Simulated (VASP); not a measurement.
# SnSe2 (P-3m1) in VASP: notebook

The runs below take SnSe2 through single point, with PBE.

Program: VASP 6.6.1. These are calculated values, not measurements. Logs are shortened: lines on timing, memory, paths and dates and some standing lists are left out, and cuts for length are marked.

### 1 The cell of the first run

It takes space group P-3m1 (No. 164, trigonal). Conventional cell: a = 3.868 Å, b = 3.868 Å, c = 5.953 Å, α = 90.00°, β = 90.00°, γ = 120.00°. Within 3.5 Å of Sn (site symmetry -3m) lie 6 Se at 2.68 Å. Within 3.5 Å of Se (site symmetry 3m) lie 3 Sn at 2.68 Å.

### 2 Single point, PBE (strain +0.015 along x and y, -0.030 along z)

INCAR reads:

```
ALGO = Normal ; EDIFF = 1E-7
ENCUT = 520 ; GGA = PE
ISIF = 2 ; ISMEAR = 0
LASPH = True ; LCHARG = False
LREAL = False ; LWAVE = False
NBANDS = 20 ; NELM = 60
PREC = Accurate ; SIGMA = 0.05
```

KPOINTS reads:

```
k-points
0
Gamma
  12 12 6
```

POSCAR reads:

```
SnSe2
1.0
    3.8681637633      0.0000000000      0.0000000000
   -1.9340818816      3.3499280850      0.0000000000
    0.0000000000      0.0000000000      5.9528900000
Sn Se
1 2
Direct
    0.0000000000      0.0000000000      0.0000000000
    0.3333333333      0.6666666667      0.2500000000
    0.6666666667      0.3333333333      0.7500000000
```

Potentials or basis: VASP PAW PBE potentials, release 64 (Sn_d, Se).

Run with:

```bash
> cat potpaw_PBE.64/Sn_d/POTCAR potpaw_PBE.64/Se/POTCAR > POTCAR
> mpirun -np 1 vasp_std > vasp.out
```

OUTCAR:

```text
EDIFF = 1E-7
   ENCUT = 520
   GGA = PE
   ISIF = 2
   ISMEAR = 0
   LASPH = True
   LREAL = False
   NELM = 60
   PREC = Accurate

 ion  position               nearest neighbor table
   1  0.000  0.000  0.000-   2 2.68   3 2.68   2 2.68   3 2.68   3 2.68   2 2.68
   2  0.333  0.667  0.250-   1 2.68   1 2.68   1 2.68
   3  0.667  0.333  0.750-   1 2.68   1 2.68   1 2.68

  LATTYP: Found a hexagonal cell.
 ALAT       =     3.8681637633
 C/A-ratio  =     1.5389446684

  Lattice vectors:

 A1 = (   3.8681637633,   0.0000000000,   0.0000000000)
 A2 = (  -1.9340818816,   3.3499280850,   0.0000000000)
 A3 = (   0.0000000000,   0.0000000000,   5.9528900000)

Analysis of symmetry for initial positions (statically):
=====================================================================
 Subroutine PRICEL returns:
 Original cell was already a primitive cell.

 Routine SETGRP: Setting up the symmetry group for a
 hexagonal supercell.

 Subroutine GETGRP returns: Found 12 space group operations
 (whereof 12 operations were pure point group operations)
 out of a pool of 24 trial point group operations.

The static configuration has the point symmetry D_3d.

Analysis of symmetry for dynamics (positions and initial velocities):
=====================================================================
 Subroutine PRICEL returns:
 Original cell was already a primitive cell.

 Routine SETGRP: Setting up the symmetry group for a
 hexagonal supercell.

 Subroutine GETGRP returns: Found 12 space group operations
 (whereof 12 operations were pure point group operations)
 out of a pool of 24 trial point group operations.

The dynamic configuration has the point symmetry D_3d.

 Subroutine INISYM returns: Found 12 space group operations
 (whereof 12 operations are pure point group operations),
 and found     1 'primitive' translations

----------------------------------------------------------------------------------------

                                     Primitive cell

  volume of cell :      77.1380

  direct lattice vectors                    reciprocal lattice vectors
     3.868163763  0.000000000  0.000000000     0.258520596  0.149256935  0.000000000
    -1.934081882  3.349928085  0.000000000     0.000000000  0.298513871  0.000000000
     0.000000000  0.000000000  5.952890000     0.000000000  0.000000000  0.167985634

  length of vectors
     3.868163763  3.868163763  5.952890000     0.298513871  0.298513871  0.167985634

  position of ions in fractional coordinates (direct lattice)
     0.000000000  0.000000000  0.000000000
     0.333333333  0.666666667  0.250000000
     0.666666667  0.333333333  0.750000000

  ion indices of the primitive-cell ions
   primitive index   ion index
                 1           1
                 2           2
                 3           3

----------------------------------------------------------------------------------------

 KPOINTS: k-points

Automatic generation of k-mesh.
 Grid dimensions read from file:
 generate k-points for:   12   12    6

 Generating k-lattice:

  Cartesian coordinates                     Fractional coordinates (reciprocal lattice)
     0.021543383  0.012438078  0.000000000     0.083333333  0.000000000  0.000000000
     0.000000000  0.024876156  0.000000000     0.000000000  0.083333333  0.000000000
     0.000000000  0.000000000  0.027997606     0.000000000  0.000000000  0.166666667

  Length of vectors
     0.024876156  0.024876156  0.027997606

  Shift w.r.t. Gamma in fractional coordinates (k-lattice)
     0.000000000  0.000000000  0.000000000

 Subroutine IBZKPT returns following result:
 ===========================================

 Found    100 irreducible k-points:

 Following reciprocal coordinates:
            Coordinates               Weight
  0.000000  0.000000  0.000000      1.000000
  0.083333 -0.000000  0.000000      6.000000
  0.166667 -0.000000  0.000000      6.000000
  0.250000 -0.000000  0.000000      6.000000
  0.333333 -0.000000  0.000000      6.000000
  0.416667 -0.000000  0.000000      6.000000
[... 16 lines left out ...]
  0.166667 -0.000000  0.166667      6.000000
  0.000000  0.166667  0.166667      6.000000
 [... further k-points ...]
   k-points           NKPTS =    100   k-points in BZ     NKDIM =    100   number of bands    NBANDS=     20
   number of dos      NEDOS =    301   number of ions     NIONS =      3
   total plane-waves  NPLWV =  43200
   dimension x,y,z NGX =    30 NGY =   30 NGZ =   48
   dimension x,y,z NGXF=    60 NGYF=   60 NGZF=   96
   ions per type =               1   2
   NGX,Y,Z   is equivalent  to a cutoff of  12.89, 12.89, 13.40 a.u.
   NGXF,Y,Z  is equivalent  to a cutoff of  25.79, 25.79, 26.81 a.u.
 SYSTEM =  unknown system
   PREC   = accura    normal or accurate (medium, high low for compatibility)
   ISTART =      0    job   : 0-new  1-cont  2-samecut
   ICHARG =      2    charge: 1-file 2-atom 10-const
   ISPIN  =      1    spin polarized calculation?
   LNONCOLLINEAR =      F non collinear calculations
   LSORBIT =      F    spin-orbit coupling
   LASPH  =      T    aspherical Exc in radial PAW
   ENCUT  =  520.0 eV  38.22 Ry    6.18 a.u.   7.19  7.19 11.07*2*pi/ulx,y,z
   NELM   =     60;   NELMIN=  2; NELMDL= -5     # of ELM steps
   EDIFF  = 0.1E-06   stopping-criterion for ELM
   LREAL  =      F    real-space projection
   EDIFFG = 0.1E-05   stopping-criterion for IOM
   NSW    =      0    number of steps for IOM
   IBRION =     -1    ionic relax: 0-MD 1-quasi-New 2-CG
   NFREE  =      0    steps in history (QN), initial steepest desc. (CG)
   ISIF   =      2    stress and relaxation
   ISYM   =      2    0-nonsym 1-usesym 2-fastsym
   POTIM  = 0.5000    time-step for ionic-motion
   TEBEG  =    0.0;   TEEND  =   0.0 temperature during run
   PSTRESS=    0.0 pullay stress
   NELECT =      26.0000    total number of electrons
   NUPDOWN=      -1.0000    fix difference up-down
   EMIN   =  10.00;   EMAX   =-10.00  energy-range for DOS
   EFERMI =   0.00;   METHOD = LEGACY
   ISMEAR =     0;   SIGMA  =   0.05  broadening in eV -4-tet -1-fermi 0-gaus
   EFERMI_NEDOS =   21; number of points for ismear=-14 and -15
   IALGO  =     38    algorithm
   IMIX   =      4    mixing-type and parameters
     AMIX     =   0.40;   BMIX     =  1.00
     AMIX_MAG =   1.60;   BMIX_MAG =  1.00
  volume/ion in A,a.u.               =      25.71       173.52
  Fermi-wavevector in a.u.,A,eV,Ry     =   1.139313  2.152990 17.660840  1.298035
  Thomas-Fermi vector in A             =   2.276017
   LORBIT       =      0    0 simple, 1 ext, 2 COOP (PROOUT), +10 PAW based schemes
   GGA     = PE    functional components
   LHFCALC =     F    Hartree Fock is set to
   AEXX    =    0.0000 exact exchange contribution
   IVDW    =     0    specifies the selected vdW correction
   LEPSILON=     F    determine dielectric tensor
   LRPA    =     F    only Hartree local field effects (RPA)
 non-spin polarized calculation
 Gauss-broadening in eV      SIGMA  =   0.05
  energy-cutoff  :      520.00
  volume of cell :       77.14
 maximum number of plane-waves:      2103
 NGX is ok and might be reduce to    30
   NGX = 15   NGY = 15   NGZ = 23

 number of electron      25.9999999 magnetization

 Free energy of the ion-electron system (eV)
  ---------------------------------------------------
  ext. energy  EPLUGINS =         0.00000000
  ---------------------------------------------------
  free energy    TOTEN  =       -11.72000840 eV

  energy without entropy =      -11.72000840  energy(sigma->0) =      -11.72000840

 E-fermi :   4.7451     XC(G=0):  -9.4691

 val. band max:        4.4644500514   @ k =   0.0000   0.0000   0.0000
 cond. band min:       4.9560613123   @ k =   0.0000   0.4167   0.3333
 fundamental gap:      0.4916112609
 Fermi energy:         4.7451064367

 k-point     1 :       0.0000    0.0000    0.0000
  band No.  band energies     occupation
      1     -17.0885      2.00000
      2     -17.0885      2.00000
      3     -17.0574      2.00000
      4     -17.0391      2.00000
      5     -17.0391      2.00000
      6      -9.7731      2.00000
[... 12 lines left out ...]
     19      13.0305      0.00000
     20      13.0305      0.00000

 k-point     2 :       0.0833   -0.0000    0.0000
  band No.  band energies     occupation
      1     -17.0921      2.00000
      2     -17.0867      2.00000
      3     -17.0555      2.00000
      4     -17.0402      2.00000
      5     -17.0383      2.00000
      6      -9.7059      2.00000
[... 12 lines left out ...]
     19      12.8400      0.00000
     20      13.1045      0.00000

 k-point     3 :       0.1667   -0.0000    0.0000
  band No.  band energies     occupation
      1     -17.1023      2.00000
      2     -17.0824      2.00000
      3     -17.0513      2.00000
      4     -17.0419      2.00000
      5     -17.0354      2.00000
      6      -9.5082      2.00000
[... 12 lines left out ...]
     19      12.4046      0.00000
     20      13.2291      0.00000

 k-point     4 :       0.2500   -0.0000    0.0000
  band No.  band energies     occupation
      1     -17.1169      2.00000
      2     -17.0783      2.00000
      3     -17.0511      2.00000
      4     -17.0380      2.00000
      5     -17.0297      2.00000
      6      -9.1942      2.00000
[... 12 lines left out ...]
     19      12.1771      0.00000
     20      13.5640      0.00000

 k-point     5 :       0.3333   -0.0000    0.0000
  band No.  band energies     occupation
      1     -17.1318      2.00000
      2     -17.0760      2.00000
      3     -17.0543      2.00000
      4     -17.0304      2.00000
      5     -17.0221      2.00000
      6      -8.7969      2.00000
[... 12 lines left out ...]
     19      12.8469      0.00000
     20      14.2436      0.00000
[... 353 lines left out ...]
      6      -9.6624      2.00000
[... 12 lines left out ...]
     19      12.8847      0.00000
     20      13.0885      0.00000

 k-point    22 :       0.0000    0.0833    0.1667
  band No.  band energies     occupation
      1     -17.0921      2.00000
      2     -17.0867      2.00000
      3     -17.0555      2.00000
      4     -17.0402      2.00000
      5     -17.0383      2.00000
      6      -9.6623      2.00000
[... 12 lines left out ...]
     19      12.7423      0.00000
     20      12.7763      0.00000

 k-point    23 :       0.1667   -0.0000    0.1667
  band No.  band energies     occupation
      1     -17.1024      2.00000
      2     -17.0824      2.00000
      3     -17.0512      2.00000
      4     -17.0419      2.00000
      5     -17.0355      2.00000
      6      -9.4657      2.00000
[... 12 lines left out ...]
     19      12.7601      0.00000
     20      13.2790      0.00000

 k-point    24 :       0.0000    0.1667    0.1667
  band No.  band energies     occupation
      1     -17.1024      2.00000
      2     -17.0824      2.00000
      3     -17.0513      2.00000
      4     -17.0419      2.00000
      5     -17.0355      2.00000
      6      -9.4654      2.00000
[... 12 lines left out ...]
     19      12.2841      0.00000
     20      12.9066      0.00000

 [... further k-points ...]

------------------------ aborting loop because EDIFF is reached ----------------------------------------

  FORCE on cell =-STRESS in cart. coord.  units (eV):
  Direction    XX          YY          ZZ          XY          YZ          ZX
  --------------------------------------------------------------------------------------
  -------------------------------------------------------------------------------------
  Total        1.9822985      1.9822985      3.6716294      0.0000000      0.0000000      0.0000000
  in kB       41.1728990     41.1728990     76.2607768      0.0000000      0.0000000      0.0000000
  external PRESSURE =      52.8688583 kB  Pullay stress =       0.0000000 kB

 VOLUME and BASIS-vectors are now :
 -----------------------------------------------------------------------------
  energy-cutoff  :      520.00
  volume of cell :       77.14
      direct lattice vectors                 reciprocal lattice vectors
     3.868163763  0.000000000  0.000000000     0.258520596  0.149256935  0.000000000
    -1.934081882  3.349928085  0.000000000     0.000000000  0.298513871  0.000000000
     0.000000000  0.000000000  5.952890000     0.000000000  0.000000000  0.167985634

 POSITION                                       TOTAL-FORCE (eV/Angst)
 -----------------------------------------------------------------------------------
      0.00000      0.00000      0.00000        -0.000000      0.000000      0.000000
     -0.00000      2.23329      1.48822         0.000000     -0.000000      0.952874
      1.93408      1.11664      4.46467         0.000000      0.000000     -0.952874
 -----------------------------------------------------------------------------------
    total drift:                                0.000000      0.000000     -0.000000

  FREE ENERGIE OF THE ION-ELECTRON SYSTEM (eV)
  ---------------------------------------------------
  free  energy   TOTEN  =       -11.7200083995 eV

  energy  without entropy=      -11.7200083995  energy(sigma->0) =      -11.72000840
```

Run time: 2.6 min. Hardware: 1 thread of AMD EPYC 9R14 (Zen 4), shared host; peak memory 0.26 GiB.

Results:

```
Free energy            : -11.7200 eV
Pressure               : 5.3 GPa
Largest force          : 0.953 eV/Å
Band gap on the k mesh : 0.49 eV (least direct gap 0.58 eV)
```

Forces on the atoms (eV/Å):
```
Sn   0.000  0.000  0.000
Se   0.000  0.000  0.953
Se   0.000  0.000 -0.953
```

Stress tensor (GPa, compression positive):
```
4.12 0.00 0.00
0.00 4.12 0.00
0.00 0.00 7.63
```

Levels at points of the mesh, in eV from the valence-band top:
```
           k point  band 11  band 12  band 13  band 14  band 15  band 16
(0.00, 0.00, 0.00)    -0.85    -0.85     0.00     0.58     2.43     4.24
(0.50, 0.00, 0.00)    -3.11    -1.42    -0.59     0.86     3.48     5.18
(0.00, 0.00, 0.50)    -1.24    -0.66    -0.66     1.96     2.43     3.90
(0.50, 0.00, 0.50)    -2.09    -1.13    -1.06     0.75     4.01     4.77
```

Caveat: the cell differs from its parent crystal (strain +0.015 along x and y, -0.030 along z); the cell stands under pressure; spin-orbit coupling is left out, which moves the levels of the heavy elements; this functional lacks dispersion, which binds the layers, so the pressure and a relaxed spacing across them are unreliable. A k mesh can miss the band edges.

### 3 Single point, PBE (strain +0.000 along x and y, +0.015 along z)

INCAR reads:

```
PREC = Accurate ; ENCUT = 520
EDIFF = 1E-6 ; ISMEAR = 0
SIGMA = 0.05 ; LREAL = F
LASPH = T ; NELM = 100
ALGO = Normal ; ISIF = 2
LWAVE = F ; LCHARG = T
GGA = PE ; LELF = T
LVHAR = T ; NBANDS = 20
```

KPOINTS reads:

```
Automatic mesh
0
Gamma
  12 12 6
```

POSCAR reads:

```
SnSe2
1.0
    3.8109987816      0.0000000000      0.0000000000
   -1.9054993908      3.3004217586      0.0000000000
    0.0000000000      0.0000000000      6.2290550000
Sn Se
1 2
Direct
    0.0000000000      0.0000000000      0.0000000000
    0.3333333333      0.6666666667      0.2500000000
    0.6666666667      0.3333333333      0.7500000000
```

Potentials or basis: VASP PAW PBE potentials, release 64 (Sn_d, Se).

Run with:

```bash
> cat potpaw_PBE.64/Sn_d/POTCAR potpaw_PBE.64/Se/POTCAR > POTCAR
> mpirun -np 1 vasp_std > vasp.out
```

Run time: 1.8 min. Hardware: 1 thread of AMD EPYC 9R14 (Zen 4), shared host; peak memory 0.26 GiB.

The run converged. Its results:

```
Free energy            : -11.7971 eV
Pressure               : 4.2 GPa
Largest force          : 0.512 eV/Å
Band gap on the k mesh : 0.73 eV (least direct gap 1.20 eV)
```

Forces in eV/Å, atoms in the order of the input:
```
Sn   0.000  0.000  0.000
Se   0.000  0.000  0.512
Se   0.000  0.000 -0.512
```

Stress tensor (GPa, compression positive):
```
4.03 0.00 0.00
0.00 4.03 0.00
0.00 0.00 4.57
```

Levels at points of the mesh, in eV from the valence-band top:
```tsv
k point	band 9	band 10	band 11	band 12	band 13	band 14	band 15	band 16	band 17	band 18
(0.00, 0.00, 0.00)	-0.59	-0.59	-0.29	-0.29	-0.10	1.10	3.06	4.68	4.68	8.04
(0.50, 0.00, 0.00)	-4.40	-2.86	-2.52	-1.19	-0.27	1.17	3.81	5.44	5.45	7.01
(0.00, 0.00, 0.50)	-2.05	-0.68	-0.68	-0.15	-0.15	2.48	3.00	4.44	4.44	8.09
(0.50, 0.00, 0.50)	-4.82	-2.37	-2.00	-0.80	-0.63	0.80	4.23	4.79	5.80	6.24
```

Caveat: the cell differs from its parent crystal (strain +0.000 along x and y, +0.015 along z); the cell stands under pressure; spin-orbit coupling is left out, which moves the levels of the heavy elements; this functional lacks dispersion, which binds the layers, so the pressure and a relaxed spacing across them are unreliable. A k mesh can miss the band edges.

[end of part 1 of 2]
